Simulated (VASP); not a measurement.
## Si2SnSe2: single point with PBE

Crystal: Si2SnSe2.

```
Si Sn Se
1.0
     4.03197    0.00000    0.00000
     0.00000    4.03197    0.00000
     0.00000    0.00000    7.41265
Si Sn Se
2 1 2
Direct
  0.00000 0.50000 0.50000
  0.50000 0.00000 0.50000
  0.00000 0.00000 0.50000
  0.00000 0.00000 0.24564
  0.00000 0.00000 0.75436
```

The cell was built from a structure type or drawn by symmetry, and may not be a known phase.

```
Program             : VASP 6.6.1
Task                : single point
Functional          : PBE
Potentials or basis : VASP PAW PBE potentials, release 64 (Si, Sn_d, Se)
Cutoff              : 520 eV
k mesh              : 4 × 4 × 4
Occupations         : gaussian, width 0.1 eV
Spin                : no spin polarisation
```

The pressure is 99.6 GPa, the largest force is 28.168 eV/Å and the band gap on the k mesh is zero (bands 17 and 18 overlap by 2.55 eV).

Forces in eV/Å, atoms in the order of the input:
```
Si    0.000   0.000   0.000
Si    0.000   0.000   0.000
Sn    0.000   0.000   0.000
Se    0.000   0.000 -28.168
Se    0.000   0.000  28.168
```

Stress tensor (GPa, compression positive):
```
 78.65   0.00   0.00
  0.00  78.65   0.00
  0.00   0.00 141.35
```

Levels at points of the mesh, in eV from the Fermi level:
```tsv
k point	band 14	band 15	band 16	band 17	band 18	band 19	band 20	band 21
(0.00, 0.00, 0.00)	-2.45	-2.45	-0.42	-0.42	-0.34	0.14	1.94	2.52
(0.50, 0.00, 0.00)	-2.39	-2.21	-0.81	-0.02	0.00	0.24	1.43	3.22
(0.50, 0.50, 0.00)	-4.12	-1.92	-1.92	1.31	2.36	3.54	3.54	4.93
(0.00, 0.00, 0.50)	-2.55	-2.55	-0.54	-0.26	-0.26	0.13	2.55	2.55
(0.50, 0.00, 0.50)	-2.30	-2.11	-0.81	0.04	0.15	0.17	2.40	2.75
(0.50, 0.50, 0.50)	-4.76	-1.66	-1.66	2.21	2.73	2.90	2.90	4.94
```

Run time: 87 s on 1 thread of Intel Xeon 8259CL (shared host), peak memory 0.23 GiB.

Caveat: the k points lie up to 0.39 Å⁻¹ apart, too coarse for converged energies and pressures of a metal; spin-orbit coupling is left out, which moves the levels of the heavy elements; this functional lacks dispersion, which binds the layers, so the pressure and a relaxed spacing across them are unreliable; forces of over 1 eV/Å act on the atoms, so gaps and moduli don't describe the material at rest.
